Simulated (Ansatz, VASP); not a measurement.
**One calculation of AlN, two programs**

```
Al N
1.0
     0.00000    2.03452    1.98366
     2.03452    0.00000    1.98366
     2.03452    2.03452    0.00000
Al N
1 1
Direct
  0.50000 0.50000 0.50000
  0.00000 0.00000 0.00000
```

Change from the starting cell: strain +0.000 along x and y, -0.025 along z, atoms carried along.

Alike in both runs: task single point; functional LDA; k mesh 10 × 10 × 10; occupations gaussian, width 0.05 eV; no spin polarisation.

|  | VASP | Ansatz |
| --- | --- | --- |
| version | VASP 6.6.1 | Ansatz 0.2.0 |
| potentials or method | VASP PAW LDA potentials, release 64 (Al, N), cutoff 600 eV | scalar-relativistic, plane waves, PAW |
| valence electrons in the cell | 8 | 8 |

```csv
,VASP,Ansatz,Ansatz less VASP
gap on the k mesh at the Fermi level (eV),4.31,4.32,+0.013
least direct gap on the mesh (eV),5.79,5.77,-0.019
pressure (GPa),-4.0,-4.4,-0.48
"traceless stress, the component that is largest in VASP (GPa)",5.00,4.85,-0.155
```

LDA's correlation is that of Perdew and Zunger in VASP and of Perdew and Wang (1992) in Ansatz.
